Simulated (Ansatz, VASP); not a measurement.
AlN: VASP beside Ansatz

INCAR

```
PREC = Accurate
ENCUT = 520
EDIFF = 1E-7
ISMEAR = -1
SIGMA = 0.01
LREAL = Auto
LASPH = True
NELM = 100
ALGO = Normal
ISIF = 2
LWAVE = False
LCHARG = False
GGA = PE
NBANDS = 46
```

Contents of KPOINTS:

```
Automatic mesh
0
Gamma
  2 2 3
```

Contents of POSCAR:

```
AlN
1.0
    6.2595139146      0.0000000574      0.0000000000
   -3.1297570070      5.4208980367      0.0000000000
    0.0000000000      0.0000000000      5.0174032967
Al N
8 8
Direct
    0.3333333333      0.1666666667      0.4992353700
    0.1666666667      0.3333333333      0.9992353700
    0.3333333333      0.6666666667      0.4992353700
    0.1666666667      0.8333333333      0.9992353700
    0.8333333333      0.1666666667      0.4992353700
    0.6666666667      0.3333333333      0.9992353700
    0.8333333333      0.6666666667      0.4992353700
    0.6666666667      0.8333333333      0.9992353700
    0.3333333333      0.1666666667      0.8807646300
    0.1666666667      0.3333333333      0.3807646300
    0.3333333333      0.6666666667      0.8807646300
    0.1666666667      0.8333333333      0.3807646300
    0.8333333333      0.1666666667      0.8807646300
    0.6666666667      0.3333333333      0.3807646300
    0.8333333333      0.6666666667      0.8807646300
    0.6666666667      0.8333333333      0.3807646300
```

Input for Ansatz:

```yaml
crystal:
  lattice:
    - [6.259513914577, 5.742413747756e-08, 0.0]
    - [-3.129757007019, 5.420898036654, 0.0]
    - [0.0, 0.0, 5.017403296667]
  atoms:
    - { symbol: Al, position: [0.3333333333333, 0.1666666666667, 0.49923537] }
    - { symbol: Al, position: [0.1666666666667, 0.3333333333333, 0.99923537] }
    - { symbol: "N", position: [0.3333333333333, 0.1666666666667, 0.88076463] }
    - { symbol: "N", position: [0.1666666666667, 0.3333333333333, 0.38076463] }
    - { symbol: Al, position: [0.3333333333333, 0.6666666666667, 0.49923537] }
    - { symbol: Al, position: [0.1666666666667, 0.8333333333333, 0.99923537] }
    - { symbol: "N", position: [0.3333333333333, 0.6666666666667, 0.88076463] }
    - { symbol: "N", position: [0.1666666666667, 0.8333333333333, 0.38076463] }
    - { symbol: Al, position: [0.8333333333333, 0.1666666666667, 0.49923537] }
    - { symbol: Al, position: [0.6666666666667, 0.3333333333333, 0.99923537] }
    - { symbol: "N", position: [0.8333333333333, 0.1666666666667, 0.88076463] }
    - { symbol: "N", position: [0.6666666666667, 0.3333333333333, 0.38076463] }
    - { symbol: Al, position: [0.8333333333333, 0.6666666666667, 0.49923537] }
    - { symbol: Al, position: [0.6666666666667, 0.8333333333333, 0.99923537] }
    - { symbol: "N", position: [0.8333333333333, 0.6666666666667, 0.88076463] }
    - { symbol: "N", position: [0.6666666666667, 0.8333333333333, 0.38076463] }
basis:
  ecutwfc: 420.0
  ecutrho_ratio: 4
  xc_grid: 2
  fft_grid_basis: typed
  precision: f64
kpoints:
  mp_grid: { grid: [2, 2, 3] }
hamiltonian:
  pseudopotentials: { kind: paw, azcp: { folder: soft_1 } }
scf:
  max_iter: 80
  self_checks: high
  occupations: { method: fermi_dirac, width: 0.01 }
output:
  forces: true
checkpoint:
  write: "../host.point.run"
  compress: false
  write_wavefunctions: true
  write_every: 100000
```

Alike in both runs: task single point; functional PBE; k mesh 2 × 2 × 3; occupations fermi-dirac, width 0.01 eV; no spin polarisation.

|  | VASP | Ansatz |
| --- | --- | --- |
| version | VASP 6.6.1 | Ansatz 0.2.0 |
| potentials or method | VASP PAW PBE potentials, release 64 (Al, N), cutoff 520 eV | plane-wave PAW DFT |
| valence electrons in the cell | 64 | 64 |

|  | VASP | Ansatz | Ansatz less VASP |
| --- | --- | --- | --- |
| gap on the k mesh at the Fermi level (eV) | 4.04 | 4.03 | -0.009 |
| rms of the force components (eV/Å) | 0.007 | 0.009 | +0.0021 |

The k mesh is coarse, so the values compare programs but aren't converged.
